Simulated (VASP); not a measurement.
# BN (Qingsongite) in VASP: notebook

Aim: see how the results for BN (Qingsongite) move with the level of theory and the settings. Levels: HSE06, r2SCAN. Tasks: single point.

Everything below comes from runs of VASP 6.6.1. Logs are shortened: lines on timing, memory, paths and dates and some standing lists are left out, and cuts for length are marked.

## 1. The cell of the first run

Symmetry: F-43m, No. 216, cubic system. Conventional cell: a = 3.408 Å, b = 3.408 Å, c = 3.408 Å, α = 90.00°, β = 90.00°, γ = 90.00°. Within 2.0 Å of B (site symmetry -43m) lie 4 N at 1.48 Å. N (site symmetry -43m) has 4 B at 1.48 Å within 2.0 Å.

## 2. Single point, HSE06 (strain -5.6%)

Contents of POSCAR:

```
BN
1.0
    0.0000000000      1.7037543792      1.7037543792
    1.7037543792      0.0000000000      1.7037543792
    1.7037543792      1.7037543792      0.0000000000
B N
1 1
Direct
    0.0000000000      0.0000000000      0.0000000000
    0.2500000000      0.2500000000      0.2500000000
```

Contents of INCAR.step1:

```
  ALGO = Normal
  EDIFF = 1E-5
  ENCUT = 520
  GGA = PE
  ISIF = 2
  ISMEAR = 0
  LASPH = True
  LCHARG = False
  LREAL = False
  LWAVE = True
  NBANDS = 11
  NELM = 100
  PREC = Accurate
  SIGMA = 0.01
```

Contents of INCAR.step2:

```
  ALGO = Normal
  EDIFF = 1E-6
  ENCUT = 520
  GGA = PE
  HFSCREEN = 0.2079
  ISIF = 2
  ISMEAR = 0
  ISTART = 1
  LASPH = True
  LCHARG = False
  LHFCALC = True
  LREAL = False
  LWAVE = False
  NBANDS = 11
  NELM = 100
  PREC = Accurate
  PRECFOCK = Normal
  SIGMA = 0.01
```

Contents of KPOINTS:

```
k-points
0
Gamma
  8 8 8
```

Potentials or basis: VASP PAW PBE potentials, release 64 (B, N).

Run with:

```console
> cat potpaw_PBE.64/B/POTCAR potpaw_PBE.64/N/POTCAR > POTCAR
> cp INCAR.step1 INCAR
> mpirun -np 1 vasp_std > vasp.out
> cp INCAR.step2 INCAR
> mpirun -np 1 vasp_std > vasp.out
```

OUTCAR:

```text
EDIFF = 1E-6
   ENCUT = 520
   GGA = PE
   HFSCREEN = 0.2079
   ISIF = 2
   ISMEAR = 0
   ISTART = 1
   LASPH = True
   LHFCALC = True
   LREAL = False
   NELM = 100
   PREC = Accurate
   PRECFOCK = Normal

 ion  position               nearest neighbor table
   1  0.000  0.000  0.000-   2 1.48   2 1.48   2 1.48   2 1.48
   2  0.250  0.250  0.250-   1 1.48   1 1.48   1 1.48   1 1.48

  LATTYP: Found a face centered cubic cell.
 ALAT       =     3.4075087584

  Lattice vectors:

 A1 = (   0.0000000000,   1.7037543792,   1.7037543792)
 A2 = (   1.7037543792,   0.0000000000,   1.7037543792)
 A3 = (   1.7037543792,   1.7037543792,   0.0000000000)

Analysis of symmetry for initial positions (statically):
=====================================================================
 Subroutine PRICEL returns:
 Original cell was already a primitive cell.

 Routine SETGRP: Setting up the symmetry group for a
 face centered cubic supercell.

 Subroutine GETGRP returns: Found 24 space group operations
 (whereof 24 operations were pure point group operations)
 out of a pool of 48 trial point group operations.

The static configuration has the point symmetry T_d .

Analysis of symmetry for dynamics (positions and initial velocities):
=====================================================================
 Subroutine PRICEL returns:
 Original cell was already a primitive cell.

 Routine SETGRP: Setting up the symmetry group for a
 face centered cubic supercell.

 Subroutine GETGRP returns: Found 24 space group operations
 (whereof 24 operations were pure point group operations)
 out of a pool of 48 trial point group operations.

The dynamic configuration has the point symmetry T_d .

 Subroutine INISYM returns: Found 24 space group operations
 (whereof 24 operations are pure point group operations),
 and found     1 'primitive' translations

----------------------------------------------------------------------------------------

                                     Primitive cell

  volume of cell :       9.8912

  direct lattice vectors                    reciprocal lattice vectors
     0.000000000  1.703754379  1.703754379    -0.293469532  0.293469532  0.293469532
     1.703754379  0.000000000  1.703754379     0.293469532 -0.293469532  0.293469532
     1.703754379  1.703754379  0.000000000     0.293469532  0.293469532 -0.293469532

  length of vectors
     2.409472550  2.409472550  2.409472550     0.508304140  0.508304140  0.508304140

  position of ions in fractional coordinates (direct lattice)
     0.000000000  0.000000000  0.000000000
     0.250000000  0.250000000  0.250000000

  ion indices of the primitive-cell ions
   primitive index   ion index
                 1           1
                 2           2

----------------------------------------------------------------------------------------

 KPOINTS: k-points

Automatic generation of k-mesh.
 Grid dimensions read from file:
 generate k-points for:    8    8    8

 Generating k-lattice:

  Cartesian coordinates                     Fractional coordinates (reciprocal lattice)
    -0.036683691  0.036683691  0.036683691     0.125000000  0.000000000  0.000000000
     0.036683691 -0.036683691  0.036683691     0.000000000  0.125000000  0.000000000
     0.036683691  0.036683691 -0.036683691     0.000000000  0.000000000  0.125000000

  Length of vectors
     0.063538017  0.063538017  0.063538017

  Shift w.r.t. Gamma in fractional coordinates (k-lattice)
     0.000000000  0.000000000  0.000000000

 Subroutine IBZKPT returns following result:
 ===========================================

 Found     29 irreducible k-points:

 Following reciprocal coordinates:
            Coordinates               Weight
  0.000000  0.000000  0.000000      1.000000
  0.125000  0.000000  0.000000      8.000000
  0.250000  0.000000  0.000000      8.000000
  0.375000  0.000000  0.000000      8.000000
  0.500000  0.000000  0.000000      4.000000
  0.125000  0.125000  0.000000      6.000000
[... 16 lines left out ...]
  0.500000  0.250000  0.125000     48.000000
 -0.375000  0.250000  0.125000     24.000000
 [... further k-points ...]
   k-points           NKPTS =     29   k-points in BZ     NKDIM =    512   number of bands    NBANDS=     11
   number of dos      NEDOS =    301   number of ions     NIONS =      2
   total plane-waves  NPLWV =   5832
   dimension x,y,z NGX =    18 NGY =   18 NGZ =   18
   dimension x,y,z NGXF=    36 NGYF=   36 NGZF=   36
   ions per type =               1   1
   NGX,Y,Z   is equivalent  to a cutoff of  12.42, 12.42, 12.42 a.u.
   NGXF,Y,Z  is equivalent  to a cutoff of  24.84, 24.84, 24.84 a.u.
 SYSTEM =  unknown system
   PREC   = accura    normal or accurate (medium, high low for compatibility)
   ISTART =      1    job   : 0-new  1-cont  2-samecut
   ICHARG =      0    charge: 1-file 2-atom 10-const
   ISPIN  =      1    spin polarized calculation?
   LNONCOLLINEAR =      F non collinear calculations
   LSORBIT =      F    spin-orbit coupling
   LASPH  =      T    aspherical Exc in radial PAW
   ENCUT  =  520.0 eV  38.22 Ry    6.18 a.u.   4.48  4.48  4.48*2*pi/ulx,y,z
   NELM   =    100;   NELMIN=  2; NELMDL=  0     # of ELM steps
   EDIFF  = 0.1E-05   stopping-criterion for ELM
   LREAL  =      F    real-space projection
   EDIFFG = 0.1E-04   stopping-criterion for IOM
   NSW    =      0    number of steps for IOM
   IBRION =     -1    ionic relax: 0-MD 1-quasi-New 2-CG
   NFREE  =      0    steps in history (QN), initial steepest desc. (CG)
   ISIF   =      2    stress and relaxation
   ISYM   =      3    0-nonsym 1-usesym 2-fastsym
   POTIM  = 0.5000    time-step for ionic-motion
   TEBEG  =    0.0;   TEEND  =   0.0 temperature during run
   PSTRESS=    0.0 pullay stress
   NELECT =       8.0000    total number of electrons
   NUPDOWN=      -1.0000    fix difference up-down
   EMIN   =  10.00;   EMAX   =-10.00  energy-range for DOS
   EFERMI =   0.00;   METHOD = LEGACY
   ISMEAR =     0;   SIGMA  =   0.01  broadening in eV -4-tet -1-fermi 0-gaus
   EFERMI_NEDOS =   21; number of points for ismear=-14 and -15
   IALGO  =     38    algorithm
   IMIX   =      1    mixing-type and parameters
     AMIX     =   0.40;   BMIX     =  1.00
     AMIX_MAG =   1.60;   BMIX_MAG =  1.00
  volume/ion in A,a.u.               =       4.95        33.37
  Fermi-wavevector in a.u.,A,eV,Ry     =   1.525297  2.882394 31.654389  2.326532
  Thomas-Fermi vector in A             =   2.633487
   LORBIT       =      0    0 simple, 1 ext, 2 COOP (PROOUT), +10 PAW based schemes
   GGA     = PE    functional components
   LHFCALC =     T    Hartree Fock is set to
   PRECFOCK=normal    Normal, Fast or Accurate (Low or Medium for compatibility)
   ENCUT4O =  -1.0   cutoff for four orbital integrals eV
   NKREDX  =     1    reduce k-point grid by
   NKREDY  =     1    reduce k-point grid by
   NKREDZ  =     1    reduce k-point grid by
   AEXX    =    0.2500 exact exchange contribution
   HFSCREEN=    0.2079 screening length (either q_TF or 0.3 A-1)
   HFSCREENC=   0.2079 screening length for correlation (either q_TF or 0.3 A-1)
   ENCUTFOCK=  -1.0 apply spherical cutoff to Coloumb kernel
   IVDW    =     0    specifies the selected vdW correction
   LEPSILON=     F    determine dielectric tensor
   LRPA    =     F    only Hartree local field effects (RPA)
 non-spin polarized calculation
 Gauss-broadening in eV      SIGMA  =   0.01
  energy-cutoff  :      520.00
  volume of cell :        9.89
 maximum number of plane-waves:       283
 NGX is ok and might be reduce to    18
  NGX = 14; NGY = 14; NGZ = 14

 number of electron       7.9999999 magnetization

 Free energy of the ion-electron system (eV)
  ---------------------------------------------------
  ext. energy  EPLUGINS =         0.00000000
  ---------------------------------------------------
  free energy    TOTEN  =       -19.89840717 eV

  energy without entropy =      -19.89840717  energy(sigma->0) =      -19.89840717

 E-fermi :   9.0127     XC(G=0): -11.1762

 val. band max:        8.8547769046   @ k =   0.0000   0.0000   0.0000
 cond. band min:      14.8422865064   @ k =   0.5000   0.5000   0.0000
 fundamental gap:      5.9875096018
 Fermi energy:         9.0127244304

 k-point     1 :       0.0000    0.0000    0.0000
  band No.  band energies     occupation
      1     -15.5153      2.00000
      2       8.8548      2.00000
      3       8.8548      2.00000
      4       8.8548      2.00000
      5      20.3253      0.00000
      6      20.3253      0.00000
      7      20.3253      0.00000
      8      24.1820      0.00000
      9      39.1974      0.00000
     10      41.0047      0.00000
     11      41.0047      0.00000

 k-point     2 :       0.1250    0.0000    0.0000
  band No.  band energies     occupation
      1     -15.0476      2.00000
      2       6.5634      2.00000
      3       8.3649      2.00000
      4       8.3649      2.00000
      5      21.0646      0.00000
      6      21.0646      0.00000
      7      21.1312      0.00000
      8      25.2775      0.00000
      9      37.2854      0.00000
     10      37.2854      0.00000
     11      37.7196      0.00000

 k-point     3 :       0.2500    0.0000    0.0000
  band No.  band energies     occupation
      1     -13.6781      2.00000
      2       2.0911      2.00000
      3       7.4047      2.00000
      4       7.4047      2.00000
      5      22.2005      0.00000
      6      22.2112      0.00000
      7      22.2112      0.00000
      8      27.1000      0.00000
      9      36.1842      0.00000
     10      36.1842      0.00000
     11      36.7055      0.00000
[... 267 lines left out ...]
 k-point    23 :       0.5000    0.2500    0.1250
  band No.  band energies     occupation
      1     -10.5256      2.00000
      2      -1.3783      2.00000
      3       2.8861      2.00000
      4       5.0792      2.00000
      5      20.8369      0.00000
      6      23.5330      0.00000
      7      27.3618      0.00000
      8      27.6952      0.00000
      9      33.4975      0.00000
     10      39.2137      0.00000
     11      42.4377      0.00000

 k-point    24 :      -0.3750    0.2500    0.1250
  band No.  band energies     occupation
      1      -9.1345      2.00000
      2      -3.3938      2.00000
      3       2.8479      2.00000
      4       4.4009      2.00000
      5      20.8312      0.00000
      6      23.6363      0.00000
      7      28.0082      0.00000
      8      29.4513      0.00000
      9      32.4668      0.00000
     10      40.2693      0.00000
     11      42.2811      0.00000

 [... further k-points ...]
[... 5 lines left out ...]
  --------------------------------------------------------------------------------------
  -------------------------------------------------------------------------------------
  Total        5.4566405      5.4566405      5.4566405      0.0000000      0.0000000      0.0000000
  in kB      883.8630379    883.8630379    883.8630379      0.0000000      0.0000000      0.0000000
  external PRESSURE =     883.8630379 kB  Pullay stress =       0.0000000 kB

 VOLUME and BASIS-vectors are now :
 -----------------------------------------------------------------------------
  energy-cutoff  :      520.00
  volume of cell :        9.89
      direct lattice vectors                 reciprocal lattice vectors
     0.000000000  1.703754379  1.703754379    -0.293469532  0.293469532  0.293469532
     1.703754379  0.000000000  1.703754379     0.293469532 -0.293469532  0.293469532
     1.703754379  1.703754379  0.000000000     0.293469532  0.293469532 -0.293469532

 POSITION                                       TOTAL-FORCE (eV/Angst)
 -----------------------------------------------------------------------------------
      0.00000      0.00000      0.00000         0.000000      0.000000      0.000000
      0.85188      0.85188      0.85188        -0.000000     -0.000000     -0.000000
 -----------------------------------------------------------------------------------
    total drift:                               -0.000000      0.000001      0.000000

  FREE ENERGIE OF THE ION-ELECTRON SYSTEM (eV)
  ---------------------------------------------------
  free  energy   TOTEN  =       -19.8984071704 eV

  energy  without entropy=      -19.8984071704  energy(sigma->0) =      -19.89840717
```

Wall time 4.2 min (1 thread of Intel Xeon Platinum 8488C (Sapphire Rapids), shared host); peak memory 0.21 GiB.

What came out:

```yaml
Free_energy: -19.8984 eV
Pressure: 88.4 GPa
Band_gap_on_the_k_mesh: 5.99 eV, indirect (least direct gap 11.47 eV)
```

Caveat: the cell differs from its parent crystal (strain -5.6%); the PAW data sets were made with another functional, which shifts forces and pressure a little.

## 3. Single point, r2SCAN (epitaxial xy strain +2.8%)

Contents of POSCAR:

```
BN
1.0
    0.0000000000      1.8549986768      1.7831354900
    1.8549986768      0.0000000000      1.7831354900
    1.8549986768      1.8549986768      0.0000000000
B N
1 1
Direct
    0.0000000000      0.0000000000      0.0000000000
    0.2500000000      0.2500000000      0.2500000000
```

Contents of INCAR.step1:

```
SYSTEM = BN
PREC = Accurate
ENCUT = 910
ISMEAR = 0
SIGMA = 0.01
LREAL = .False.
LASPH = .True.
NELM = 120
NBANDS = 11
GGA = PE
ALGO = Normal
EDIFF = 1E-5
LWAVE = .True.
LCHARG = .False.
GGA_COMPAT = .False.
```

Contents of INCAR.step2:

```
SYSTEM = BN
PREC = Accurate
ENCUT = 910
EDIFF = 1E-6
ISMEAR = 0
SIGMA = 0.01
LREAL = .False.
LASPH = .True.
NELM = 120
ALGO = Normal
ISIF = 2
LWAVE = .False.
LCHARG = .True.
METAGGA = R2SCAN
LMIXTAU = .True.
LELF = .True.
LVHAR = .True.
NBANDS = 11
ISTART = 1
GGA_COMPAT = .False.
```

Contents of KPOINTS:

```
Automatic mesh
0
Gamma
  12 12 12
  0 0 0
```

Potentials or basis: VASP PAW PBE potentials, release 64 (B_h, N_h).

Run with:

```console
> cat potpaw_PBE.64/B_h/POTCAR potpaw_PBE.64/N_h/POTCAR > POTCAR
> cp INCAR.step1 INCAR
> mpirun -np 1 vasp_std > vasp.out
> cp INCAR.step2 INCAR
> mpirun -np 1 vasp_std > vasp.out
```

It took 96 s on 1 thread of Intel Xeon Platinum 8559C (Emerald Rapids), shared host; peak memory 0.18 GiB.

The run converged. Its results:

* Free energy: -19.1499 eV
* Pressure: -16.0 GPa
* Band gap on the k mesh: 4.27 eV, indirect (least direct gap 8.94 eV)

Stress tensor (GPa, compression positive):
```
-23.72   0.00   0.00
  0.00 -23.72   0.00
  0.00   0.00  -0.46
```

Levels at points of the mesh, in eV from the valence-band top:
| k point | band 1 | band 2 | band 3 | band 4 | band 5 | band 6 | band 7 | band 8 |
| --- | --- | --- | --- | --- | --- | --- | --- | --- |
| (0.00, 0.00, 0.00) | -21.09 | -0.36 | -0.36 | 0.00 | 8.94 | 9.22 | 9.22 | 10.16 |
| (0.50, 0.00, 0.00) | -16.97 | -10.96 | -2.47 | -1.88 | 9.71 | 10.81 | 11.55 | 15.76 |
| (0.50, 0.50, 0.00) | -15.32 | -8.92 | -5.49 | -5.49 | 4.27 | 8.71 | 18.48 | 18.48 |
| (0.50, 0.00, 0.50) | -15.75 | -9.49 | -4.96 | -4.94 | 4.93 | 9.67 | 18.05 | 18.62 |

Caveat: the cell differs from its parent crystal (epitaxial xy strain +2.8%); the cutoff is under 1.25 times the usual one of these potentials, so pressure, stress and relaxed cells hold a basis-set (Pulay) error; the PAW data sets were made with another functional, which shifts forces and pressure a little.
